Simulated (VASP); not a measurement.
# GaN (zincblende type): single point with PBE

GaN (zincblende type):

```xyz
2
Lattice="0.0000 1.9841 1.9841 1.9841 0.0000 1.9841 1.9841 1.9841 0.0000" Properties=species:S:1:pos:R:3 pbc="T T T"
Ga    0.0000    0.0000    0.0000
N     0.9921    0.9921    0.9921
```

```
Program                : VASP 6.6.1
Task                   : single point
Functional             : PBE
Potentials or basis    : VASP PAW PBE potentials, release 64 (Ga_d, N)
Cutoff                 : 520 eV
k mesh                 : 17 × 17 × 17
Occupations            : fermi-dirac, width 0.1 eV
Spin                   : no spin polarisation
Dipole correction      : no
Further INCAR settings : ALGO = Normal; EDIFF = 1e-06; NBANDS = 16
```

* Pressure: 168.4 GPa
* Band gap on the k mesh: 3.42 eV, indirect (least direct gap 4.10 eV)

Levels at points of the mesh, in eV from the valence-band top:
```csv
k point,band 6,band 7,band 8,band 9,band 10,band 11,band 12,band 13
"(0.00, 0.00, 0.00)",-13.64,0.00,0.00,0.00,4.10,12.74,12.74,12.74
```

Wall time 28 s on 1 thread of AMD EPYC 9R45 96-Core Processor (Zen 5), on a shared host, peak memory 0.14 GiB.

A k mesh can miss the band edges. As with any semilocal functional, this PBE gap is likely too small.
